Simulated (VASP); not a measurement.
MgO (ae): single point with PBEsol

Crystal: MgO (ae).

```
Mg O
1.0
     0.00000    2.10738    2.10738
     2.10738    0.00000    2.10738
     2.10738    2.10738    0.00000
Mg O
1 1
Direct
  0.00000 0.00000 0.00000
  0.50000 0.50000 0.50000
```

* Program: VASP 6.6.1
* Task: single point
* Functional: PBEsol
* Potentials or basis: VASP PAW PBE potentials, release 64 (Mg, O)
* Cutoff: 600 eV
* k mesh: 8 × 8 × 8
* Occupations: gaussian, width 0.01 eV
* Spin: no spin polarisation
* Dipole correction: no
* Further INCAR settings: ALGO = Normal; EDIFF = 1e-06; NBANDS = 11

* Pressure: -0.8 GPa
* Band gap on the k mesh: 4.62 eV, direct

Levels at points of the mesh, in eV from the valence-band top:
```tsv
k point	band 1	band 2	band 3	band 4	band 5	band 6	band 7	band 8
(0.00, 0.00, 0.00)	-17.20	0.00	0.00	0.00	4.62	15.62	15.62	15.62
(0.50, 0.00, 0.00)	-15.89	-4.67	-0.66	-0.66	7.73	12.48	16.16	16.16
(0.50, 0.50, 0.00)	-15.62	-4.14	-1.36	-1.36	8.92	9.86	12.95	18.81
```

It took 11 s on 1 thread of Intel Xeon 8259CL, with other jobs on the host, peak memory 0.14 GiB.

Caveat: the PAW data sets were made with another functional, which shifts forces and pressure a little. Expect the measured gap to be larger: semilocal functionals such as PBEsol lack the derivative discontinuity.
